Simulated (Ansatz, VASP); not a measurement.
## Two plane-wave programs on MoSe

```
CELL_PARAMETERS angstrom
4.00507 0.00000 0.00000
-2.00254 3.46850 0.00000
0.00000 0.00000 6.81914
ATOMIC_POSITIONS crystal
Mo 0.00000 0.00000 0.00000
Mo 0.00000 0.00000 0.50000
Se 0.33333 0.66667 0.25000
Se 0.66667 0.33333 0.75000
```

Alike in both runs: task single point; functional r2SCAN; k mesh 12 × 12 × 6; occupations gaussian, width 0.1 eV; collinear spin; Hubbard terms Mo d U = 4.38 eV.

```csv
,VASP,Ansatz
version,VASP 6.6.1,Ansatz 0.2.0
potentials or method,"VASP PAW PBE potentials, release 64 (Mo_sv, Se), cutoff 520 eV","scalar-relativistic, plane waves, PAW"
valence electrons in the cell,40,60
```

Ansatz gave:

```
gap on the k mesh at the Fermi level (eV)                     : none
pressure (GPa)                                                : 0.0
traceless stress, the component that is largest in VASP (GPa) : 0.00
net moment per atom (μB)                                      : 2.00
size of the moment on the site where the two differ most (μB) : 3.46
```

Question: Estimate VASP's values.

Answer: gap on the k mesh at the Fermi level (eV): none; pressure (GPa): -1.2; traceless stress, the component that is largest in VASP (GPa): 0.19; net moment per atom (μB): 2.00; size of the moment on the site where the two differ most (μB): 3.69.

VASP's potentials were made for PBE, not for r2SCAN. Site moments also hang on the region over which each program counts them. The programs project onto different local orbitals, so the same U acts differently, and such runs can settle in different states. A gap of «none» marks a metal or a gap that the smearing closes. VASP's potentials hold 40 valence electrons a cell and Ansatz's 60, so a difference there can come from the potentials and not from the codes. Ansatz's warnings: filled band counts differ across k points, stability check not made.
